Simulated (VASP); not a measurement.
# PtSe2 (P-3m1) in VASP: notebook

The runs below take PtSe2 through single point, with PBEsol.

Everything below comes from runs of VASP 6.6.1. Logs are shortened: lines on timing, memory, paths and dates and some standing lists are left out, and cuts for length are marked.

## (1) The cell of the first run

The structure is trigonal, space group P-3m1 (No. 164). The conventional cell has a = 3.684 Å, b = 3.684 Å, c = 5.041 Å, α = 90.00°, β = 90.00°, γ = 120.00°. Within 3.3 Å of Pt (site symmetry -3m) lie 6 Se at 2.50 Å. Within 3.4 Å of Se (site symmetry 3m) lie 3 Pt at 2.50 Å and 6 Se at 3.22 to 3.38 Å.

## (2) Single point, PBEsol (biaxial strain in the a-b plane: -2.0 %, then relaxed in part)

Contents of INCAR:

```
ALGO     = Normal         # electronic algorithm
EDIFF    = 1E-7           # SCF threshold, eV
ENCUT    = 520            # plane-wave cutoff, eV
GGA      = PS             # functional
ISIF     = 2              # what is computed and relaxed
ISMEAR   = 0              # smearing method
LASPH    = True           # aspherical terms in the spheres
LCHARG   = True           # write CHGCAR
LELF     = True           # ELF
LREAL    = False          # projectors in reciprocal space
LVHAR    = True         
LWAVE    = False          # write WAVECAR
NBANDS   = 18             # bands
NELM     = 60             # most SCF steps
PREC     = Accurate       # precision mode
SIGMA    = 0.1            # smearing width, eV
```

Contents of KPOINTS:

```
k-points
0
Gamma
  18 18 12
```

Contents of POSCAR:

```
PtSe2
1.0
    3.6841738224      0.0000000000      0.0000000000
   -1.8420869112      3.1905881222      0.0000000000
    0.0000000000      0.0000000000      5.0407647985
Pt Se
1 2
Direct
    0.0000000000      0.0000000000      0.0000000000
    0.6666666667      0.3333333333      0.7399631401
    0.3333333333      0.6666666667      0.2600368599
```

Potentials or basis: VASP PAW PBE potentials, release 64 (Pt, Se).

On the command line:

```bash
$ cat potpaw_PBE.64/Pt/POTCAR potpaw_PBE.64/Se/POTCAR > POTCAR
$ mpirun -np 1 vasp_std > vasp.out
```

OUTCAR:

```text
EDIFF = 1E-7
   ENCUT = 520
   GGA = PS
   ISIF = 2
   ISMEAR = 0
   LASPH = True
   LREAL = False
   NELM = 60
   PREC = Accurate

 ion  position               nearest neighbor table
   1  0.000  0.000  0.000-   2 2.50   3 2.50   2 2.50   3 2.50   2 2.50   3 2.50
   2  0.667  0.333  0.740-   1 2.50   1 2.50   1 2.50
   3  0.333  0.667  0.260-   1 2.50   1 2.50   1 2.50

  LATTYP: Found a hexagonal cell.
 ALAT       =     3.6841738224
 C/A-ratio  =     1.3682212191

  Lattice vectors:

 A1 = (   3.6841738224,   0.0000000000,   0.0000000000)
 A2 = (  -1.8420869112,   3.1905881222,   0.0000000000)
 A3 = (   0.0000000000,   0.0000000000,   5.0407647985)

Analysis of symmetry for initial positions (statically):
=====================================================================
 Subroutine PRICEL returns:
 Original cell was already a primitive cell.

 Routine SETGRP: Setting up the symmetry group for a
 hexagonal supercell.

 Subroutine GETGRP returns: Found 12 space group operations
 (whereof 12 operations were pure point group operations)
 out of a pool of 24 trial point group operations.

The static configuration has the point symmetry D_3d.

Analysis of symmetry for dynamics (positions and initial velocities):
=====================================================================
 Subroutine PRICEL returns:
 Original cell was already a primitive cell.

 Routine SETGRP: Setting up the symmetry group for a
 hexagonal supercell.

 Subroutine GETGRP returns: Found 12 space group operations
 (whereof 12 operations were pure point group operations)
 out of a pool of 24 trial point group operations.

The dynamic configuration has the point symmetry D_3d.

 Subroutine INISYM returns: Found 12 space group operations
 (whereof 12 operations are pure point group operations),
 and found     1 'primitive' translations

----------------------------------------------------------------------------------------

                                     Primitive cell

  volume of cell :      59.2526

  direct lattice vectors                    reciprocal lattice vectors
     3.684173822  0.000000000  0.000000000     0.271431276  0.156710920  0.000000000
[... 84 lines left out ...]
   LSORBIT =      F    spin-orbit coupling
   LASPH  =      T    aspherical Exc in radial PAW
   ENCUT  =  520.0 eV  38.22 Ry    6.18 a.u.   6.85  6.85  9.37*2*pi/ulx,y,z
   NELM   =     60;   NELMIN=  2; NELMDL= -5     # of ELM steps
   EDIFF  = 0.1E-06   stopping-criterion for ELM
   LREAL  =      F    real-space projection
   EDIFFG = 0.1E-05   stopping-criterion for IOM
   NSW    =      0    number of steps for IOM
   IBRION =     -1    ionic relax: 0-MD 1-quasi-New 2-CG
   NFREE  =      0    steps in history (QN), initial steepest desc. (CG)
   ISIF   =      2    stress and relaxation
   ISYM   =      2    0-nonsym 1-usesym 2-fastsym
   POTIM  = 0.5000    time-step for ionic-motion
   TEBEG  =    0.0;   TEEND  =   0.0 temperature during run
   PSTRESS=    0.0 pullay stress
   NELECT =      22.0000    total number of electrons
   NUPDOWN=      -1.0000    fix difference up-down
   EMIN   =  10.00;   EMAX   =-10.00  energy-range for DOS
   EFERMI =   0.00;   METHOD = LEGACY
   ISMEAR =     0;   SIGMA  =   0.10  broadening in eV -4-tet -1-fermi 0-gaus
   EFERMI_NEDOS =   21; number of points for ismear=-14 and -15
   IALGO  =     38    algorithm
   IMIX   =      4    mixing-type and parameters
     AMIX     =   0.40;   BMIX     =  1.00
     AMIX_MAG =   1.60;   BMIX_MAG =  1.00
  volume/ion in A,a.u.               =      19.75       133.29
  Fermi-wavevector in a.u.,A,eV,Ry     =   1.176648  2.223543 18.837279  1.384501
  Thomas-Fermi vector in A             =   2.313008
   LORBIT       =      0    0 simple, 1 ext, 2 COOP (PROOUT), +10 PAW based schemes
   GGA     = PS    functional components
   LHFCALC =     F    Hartree Fock is set to
   AEXX    =    0.0000 exact exchange contribution
   IVDW    =     0    specifies the selected vdW correction
   LEPSILON=     F    determine dielectric tensor
   LRPA    =     F    only Hartree local field effects (RPA)
 non-spin polarized calculation
 Gauss-broadening in eV      SIGMA  =   0.10
  energy-cutoff  :      520.00
  volume of cell :       59.25
 maximum number of plane-waves:      1614
   NGX = 13   NGY = 13   NGZ = 19

 number of electron      22.0000002 magnetization

 Free energy of the ion-electron system (eV)
  ---------------------------------------------------
  ext. energy  EPLUGINS =         0.00000000
  ---------------------------------------------------
  free energy    TOTEN  =       -15.87629942 eV

  energy without entropy =      -15.87239437  energy(sigma->0) =      -15.87434690

 E-fermi :   6.6687     XC(G=0): -10.9663

 val. band max:        6.6629736088   @ k =  -0.2778  -0.3889   0.0833
 cond. band min:       6.6906809568   @ k =   0.0000   0.2778   0.3333
 fundamental gap:      0.0277073479
 Fermi energy:         6.6687381039

 k-point     1 :       0.0000    0.0000    0.0000
  band No.  band energies     occupation
      1      -9.1092      2.00000
      2      -6.2206      2.00000
      3      -0.7360      2.00000
      4       0.3126      2.00000
      5       0.3126      2.00000
      6       2.6931      2.00000
[... 481 lines left out ...]
      5       1.3007      2.00000
      6       1.9473      2.00000
[... 10 lines left out ...]
     17      15.2351      0.00000
     18      16.8343      0.00000

 [... further k-points ...]

------------------------ aborting loop because EDIFF is reached ----------------------------------------

  FORCE on cell =-STRESS in cart. coord.  units (eV):
  Direction    XX          YY          ZZ          XY          YZ          ZX
  --------------------------------------------------------------------------------------
  -------------------------------------------------------------------------------------
  Total        1.4958319      1.4958319      0.0233656      0.0000000      0.0000000      0.0000000
  in kB       40.4469794     40.4469794      0.6318004      0.0000000      0.0000000      0.0000000
  external PRESSURE =      27.1752531 kB  Pullay stress =       0.0000000 kB

 VOLUME and BASIS-vectors are now :
 -----------------------------------------------------------------------------
  energy-cutoff  :      520.00
  volume of cell :       59.25
      direct lattice vectors                 reciprocal lattice vectors
     3.684173822  0.000000000  0.000000000     0.271431276  0.156710920  0.000000000
    -1.842086911  3.190588122  0.000000000     0.000000000  0.313421840  0.000000000
     0.000000000  0.000000000  5.040764798     0.000000000  0.000000000  0.198382595

 POSITION                                       TOTAL-FORCE (eV/Angst)
 -----------------------------------------------------------------------------------
      0.00000      0.00000      0.00000         0.000000      0.000000      0.000000
      1.84209      1.06353      3.72998         0.000000     -0.000000     -0.016140
     -0.00000      2.12706      1.31078        -0.000000      0.000000      0.016140
 -----------------------------------------------------------------------------------
    total drift:                               -0.000000     -0.000000     -0.000000

  FREE ENERGIE OF THE ION-ELECTRON SYSTEM (eV)
  ---------------------------------------------------
  free  energy   TOTEN  =       -15.8762994223 eV

  energy  without entropy=      -15.8723943681  energy(sigma->0) =      -15.87434690
```

stdout:

```text
POSCAR found type information on POSCAR PtSe
 POSCAR found :  2 types and       3 ions
 scaLAPACK will be used
 -----------------------------------------------------------------------------
|                                                                             |
|                                                                             |
|     You enforced a specific xc type in the INCAR file but a different       |
|     I HOPE YOU KNOW WHAT YOU ARE DOING!                                     |
|                                                                             |
 -----------------------------------------------------------------------------

 LDA part: xc-table for (Slater+PW92), standard interpolation
 POSCAR, INCAR and KPOINTS ok, starting setup
 FFT: planning ... GRIDC
 FFT: planning ... GRID_SOFT
 FFT: planning ... GRID
 WAVECAR not read
 entering main loop
```

Wall time 2.2 min (1 thread of Intel Xeon 6975P-C (Granite Rapids), shared host); peak memory 0.51 GiB.

Results:

- Free energy: -15.8763 eV
- Pressure: 2.7 GPa
- Largest force: 0.016 eV/Å
- Band gap on the k mesh: zero (bands 11 and 12 overlap by 0.67 eV)

Forces in eV/Å, atoms in the order of the input:
```
Pt   0.000  0.000  0.000
Se   0.000  0.000 -0.016
Se   0.000  0.000  0.016
```

Stress tensor (GPa, compression positive):
```
4.04 0.00 0.00
0.00 4.04 0.00
0.00 0.00 0.06
```

Caveat: the cell differs from its parent crystal (biaxial strain in the a-b plane: -2.0 %, then relaxed in part); the PAW data sets were made with another functional, which shifts forces and pressure a little; spin-orbit coupling is left out, which moves the levels of the heavy elements.

## (3) Single point, PBEsol (biaxial strain in the a-b plane: -3.0 %, then relaxed in part)

Contents of INCAR:

```
  ALGO = Normal
  EDIFF = 1E-7
  ENCUT = 520
  GGA = PS
  ISIF = 2
  ISMEAR = 0
  LASPH = True
  LCHARG = False
  LREAL = False
  LWAVE = False
  NBANDS = 18
  NELM = 100
  PREC = Accurate
  SIGMA = 0.1
```

KPOINTS is that of step 2.

Contents of POSCAR:

```
PtSe2
1.0
    3.6465802120      0.0000000000      0.0000000000
   -1.8232901060      3.1580311005      0.0000000000
    0.0000000000      0.0000000000      5.1619695754
Pt Se
1 2
Direct
    0.0000000000      0.0000000000      0.0000000000
    0.6666666667      0.3333333333      0.7418414879
    0.3333333333      0.6666666667      0.2581585121
```

Potentials or basis: VASP PAW PBE potentials, release 64 (Pt, Se).

On the command line:

```bash
$ cat potpaw_PBE.64/Pt/POTCAR potpaw_PBE.64/Se/POTCAR > POTCAR
$ mpirun -np 1 vasp_std > vasp.out
```

It took 2.4 min on 1 thread of Intel Xeon 6975P-C (Granite Rapids), shared host; peak memory 0.52 GiB.

It converged, with:

- Free energy: -15.8391 eV
- Pressure: 3.9 GPa
- Largest force: 0.017 eV/Å
- Band gap on the k mesh: zero (bands 11 and 12 overlap by 0.50 eV)

Forces in eV/Å, atoms in the order of the input:
```
Pt   0.000  0.000  0.000
Se   0.000  0.000 -0.017
Se   0.000  0.000  0.017
```

Stress tensor (GPa, compression positive):
```
5.80 0.00 0.00
0.00 5.80 0.00
0.00 0.00 0.07
```

Levels at points of the mesh, in eV from the Fermi level:
```csv
k point,band 9,band 10,band 11,band 12,band 13,band 14
"(0.00, 0.00, 0.00)",-0.86,-0.86,0.45,1.48,1.48,3.67
"(0.50, 0.00, 0.00)",-3.36,-3.34,-2.92,0.62,2.39,4.99
"(0.00, 0.00, 0.50)",-1.75,-1.34,-1.34,2.38,2.38,4.81
"(0.50, 0.00, 0.50)",-3.07,-2.56,-1.48,0.93,1.73,4.38
```

Caveat: the cell differs from its parent crystal (biaxial strain in the a-b plane: -3.0 %, then relaxed in part); the cell stands under pressure; the PAW data sets were made with another functional, which shifts forces and pressure a little; spin-orbit coupling is left out, which moves the levels of the heavy elements.

## (4) Single point, PBEsol

This run uses another cell than the first one, of 19.86 Å³/atom.

Contents of INCAR:

```
SYSTEM = PtSe2
  PREC = Accurate
  ENCUT = 520
  EDIFF = 1E-7
  ISMEAR = 0
  SIGMA = 0.1
  LREAL = .False.
  LASPH = .True.
  NELM = 60
  ALGO = Normal
  ISIF = 2
  LWAVE = .False.
  LCHARG = .False.
  GGA = PS
  NBANDS = 18
```

Contents of KPOINTS:

```
Automatic mesh
0
Gamma
  18 18 12
  0 0 0
```

Contents of POSCAR:

```
PtSe2
1.0
    3.7593610433      0.0000000000      0.0000000000
   -1.8796805217      3.2557021655      0.0000000000
    0.0000000000      0.0000000000      4.8685550597
Pt Se
1 2
Direct
    0.0000000000      0.0000000000      0.0000000000
    0.6666666667      0.3333333333      0.7393682788
    0.3333333333      0.6666666667      0.2606317212
```

On the command line:

```bash
$ cat potpaw_PBE.64/Pt/POTCAR potpaw_PBE.64/Se/POTCAR > POTCAR
$ mpirun -np 1 vasp_std > vasp.out
```

Run time: 1.9 min. Hardware: 1 thread of Intel Xeon 6975P-C (Granite Rapids), shared host; peak memory 0.51 GiB.

It converged, with:

| Item | Value |
| --- | --- |
| Free energy | -15.9074 eV |
| Pressure | 0.1 GPa |
| Largest force | 0.010 eV/Å |
| Band gap on the k mesh | zero (bands 11 and 12 overlap by 0.85 eV) |

Forces in eV/Å, atoms in the order of the input:
```
Pt   0.000  0.000  0.000
Se   0.000  0.000 -0.010
Se   0.000  0.000  0.010
```

Stress tensor (GPa, compression positive):
```
0.11 0.00 0.00
0.00 0.11 0.00
0.00 0.00 0.00
```

Levels at points of the mesh, in eV from the Fermi level:
```tsv
k point	band 8	band 9	band 10	band 11	band 12	band 13	band 14	band 15
(0.00, 0.00, 0.00)	-2.48	-1.02	-1.02	0.74	1.20	1.20	3.28	4.06
(0.50, 0.00, 0.00)	-3.69	-3.37	-3.31	-2.93	0.54	2.49	4.91	5.97
(0.00, 0.00, 0.50)	-2.94	-1.68	-1.65	-1.65	2.35	2.35	4.86	6.43
(0.50, 0.00, 0.50)	-3.40	-3.12	-2.70	-1.15	0.73	1.47	4.77	4.83
```

Caveat: the PAW data sets were made with another functional, which shifts forces and pressure a little; spin-orbit coupling is left out, which moves the levels of the heavy elements.

## (5) Single point, PBEsol (biaxial strain in the a-b plane: +1.0 %, then relaxed in part)

Contents of INCAR:

```
  ALGO = Normal
  EDIFF = 1E-6
  ENCUT = 520
  GGA = PS
  ISIF = 2
  ISMEAR = 0
  LASPH = True
  LCHARG = True
  LELF = True
  LREAL = False
  LVHAR = True
  LWAVE = False
  NBANDS = 18
  NELM = 100
  PREC = Accurate
  SIGMA = 0.1
```

Contents of KPOINTS:

```
k-points
0
Gamma
  18 18 12
```

Contents of POSCAR:

```
PtSe2
1.0
    3.7969546537      0.0000000000      0.0000000000
   -1.8984773269      3.2882591871      0.0000000000
    0.0000000000      0.0000000000      4.7940828689
Pt Se
1 2
Direct
    0.0000000000      0.0000000000      0.0000000000
    0.6666666667      0.3333333333      0.7397033827
    0.3333333333      0.6666666667      0.2602966173
```

On the command line:

```bash
$ cat potpaw_PBE.64/Pt/POTCAR potpaw_PBE.64/Se/POTCAR > POTCAR
$ mpirun -np 1 vasp_std > vasp.out
```

It took 2 min on 1 thread of Intel Xeon 6975P-C (Granite Rapids), shared host; peak memory 0.51 GiB.

The run converged. Its results:

- Free energy: -15.9010 eV
- Pressure: -1.2 GPa
- Largest force: 0.013 eV/Å
- Band gap on the k mesh: zero (bands 11 and 12 overlap by 0.90 eV)

Forces in eV/Å, atoms in the order of the input:
```
Pt   0.000  0.000  0.000
Se   0.000  0.000 -0.013
Se   0.000  0.000  0.013
```

Stress tensor (GPa, compression positive):
```
-1.80  0.00  0.00
 0.00 -1.80  0.00
 0.00  0.00  0.05
```

Levels at points of the mesh, in eV from the Fermi level:
```tsv
k point	band 9	band 10	band 11	band 12	band 13	band 14
(0.00, 0.00, 0.00)	-1.05	-1.05	0.79	1.14	1.14	3.20
(0.50, 0.00, 0.00)	-3.36	-3.30	-2.89	0.53	2.52	4.86
(0.00, 0.00, 0.50)	-1.70	-1.70	-1.67	2.34	2.34	4.91
(0.50, 0.00, 0.50)	-3.07	-2.73	-1.06	0.71	1.39	4.86
```

Caveat: the cell differs from its parent crystal (biaxial strain in the a-b plane: +1.0 %, then relaxed in part); the PAW data sets were made with another functional, which shifts forces and pressure a little; spin-orbit coupling is left out, which moves the levels of the heavy elements.

## (6) Summary

| cell | gap on the mesh (eV) | pressure (GPa) | largest force (eV/Å) |
| --- | --- | --- | --- |
| a = 3.684, b = 3.684, c = 5.041 Å, angles 90.0, 90.0, 120.0°, 3 atoms | none | 2.7 | 0.02 |
| a = 3.647, b = 3.647, c = 5.162 Å, angles 90.0, 90.0, 120.0°, 3 atoms | none | 3.9 | 0.02 |
| a = 3.759, b = 3.759, c = 4.869 Å, angles 90.0, 90.0, 120.0°, 3 atoms | none | 0.1 | 0.01 |
| a = 3.797, b = 3.797, c = 4.794 Å, angles 90.0, 90.0, 120.0°, 3 atoms | none | -1.2 | 0.01 |

Alike in all rows: task single point; level PBEsol; potentials or basis VASP PAW PBE potentials, release 64 (Pt, Se); no spin polarisation; k mesh 18 × 18 × 12; cutoff (eV) 520; smearing gaussian 0.1 eV.

Caveats: the PAW data sets were made with another functional, which shifts forces and pressure a little; spin-orbit coupling is left out, which moves the levels of the heavy elements; the cell stands under pressure (at least some runs).

Absolute energies hang on the potentials; compare differences alone.
